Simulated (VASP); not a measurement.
Here is a VASP 6.6.1 calculation.

INCAR

```
SYSTEM = Hf6TaAlO16
ALGO = Normal
EDIFF = 1E-6
ENCUT = 520
GGA = PE
ISIF = 2
ISMEAR = 0
ISYM = 0
LASPH = .TRUE.
LCHARG = .FALSE.
LREAL = Auto
LWAVE = .FALSE.
NBANDS = 103
NELM = 100
PREC = Accurate
SIGMA = 0.1
```

File KPOINTS:

```
Automatic mesh
0
Gamma
  2 2 2
  0.5 0.5 0.5
```

Contents of POSCAR:

```
Hf6TaAlO16
1.0
   -5.1212909905      5.3538919450     -0.4441528099
   -5.0729994140     -0.3958612334      5.0425610830
    0.0287805480      4.9385196831      4.6754803976
O Al Hf Ta
16 1 6 1
Direct
    0.8873382824      0.8751105981      0.3292257548
    0.3524944257      0.8542854673      0.4769574235
    0.8011463238      0.5013120343      0.3075841958
    0.9973137154      0.8031467355      0.8876865099
    0.5013630566      0.3208552977      0.3796918607
    0.3145983985      1.0091899316      0.8067003193
    0.8614911904      0.3750484268      0.9274834083
    0.3965923269      0.3815347933      0.8076051937
    0.4843093793      0.7119542269      0.1305344518
    0.1900911218      0.5009438276      0.1881774776
    0.5891506569      0.1062026889      0.1046739342
    0.6244052156      0.6300955523      0.6631901266
    0.1445235565      0.1243408421      0.1616115480
    0.1325409851      0.6019719333      0.5902610052
    0.6905922836     -0.0034750736      0.6966811989
    0.0007992409      0.1898590907      0.6176086138
    0.4578716990      0.0165211588      0.9760323602
    1.0022506227      1.0420350097     -0.0310681117
    0.0624343617      0.4783584937      0.9800145539
    0.0134136526     -0.0536584297      0.5244018906
    0.5098078085      0.4454183730      1.0263498409
    0.5504999139      0.9905464169      0.4867583383
   -0.0487085951      0.5085556902      0.5114984531
    0.4956413737      0.5625569722      0.4587797121
```

Potentials or basis: VASP PAW PBE potentials, release 64 (O, Al, Hf_pv, Ta_pv).

Launch:

```bash
$ cat potpaw_PBE.64/O/POTCAR potpaw_PBE.64/Al/POTCAR potpaw_PBE.64/Hf_pv/POTCAR potpaw_PBE.64/Ta_pv/POTCAR > POTCAR
$ mpirun -np 1 vasp_std > vasp.out
```

(1) What does it give for the pressure?

(2) Estimate the largest force.

(3) Estimate the band gap on the k mesh.

Results:

(1) -2.2 GPa.

(2) 0.241 eV/Å.

(3) 3.94 eV.

Caveat: the k points lie up to 0.55 Å⁻¹ apart; spin-orbit coupling is left out, which moves the levels of the heavy elements; a shifted mesh leaves out Γ, where band edges can lie.
